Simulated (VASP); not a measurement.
A run of VASP 6.6.1 is set up as follows.

File INCAR:

```
PREC     = Accurate       # precision mode
ENCUT    = 520            # plane-wave cutoff, eV
EDIFF    = 1E-6           # SCF threshold, eV
ISMEAR   = -1             # smearing method
SIGMA    = 0.05           # smearing width, eV
LREAL    = False          # projectors in reciprocal space
LASPH    = True           # aspherical terms in the spheres
NELM     = 60             # most SCF steps
ALGO     = Normal         # electronic algorithm
ISIF     = 2              # what is computed and relaxed
LWAVE    = False          # write WAVECAR
LCHARG   = False          # write CHGCAR
NBANDS   = 34             # bands
```

Contents of KPOINTS:

```
Automatic mesh
0
Gamma
  6 6 5
```

File POSCAR:

```
Ga
1.0
    3.8795411889     -2.3647782557      0.0000000000
    3.8795411889      2.3647782557      0.0000000000
    0.0000000000      0.0000000000      4.5618450141
Ga
4
Direct
    0.9903150000      0.3344500000      0.2500000000
    0.3344500000      0.9903150000      0.7500000000
    0.0096850000      0.6655500000      0.7500000000
    0.6655500000      0.0096850000      0.2500000000
```

Potentials or basis: VASP PAW LDA potentials, release 64 (Ga_d).

The run is started by

```sh
$ cat potpaw_LDA.64/Ga_d/POTCAR > POTCAR
$ mpirun -np 1 vasp_std > vasp.out
```

Q: What does it give for the pressure?

A: -4.5 GPa.

Q: What does it give for the largest force?

A: 0.038 eV/Å.

Forces on the atoms (eV/Å):
```
Ga   0.019 -0.033  0.000
Ga   0.019  0.033  0.000
Ga  -0.019  0.033  0.000
Ga  -0.019 -0.033  0.000
```

Caveat: the cell stands under tension.
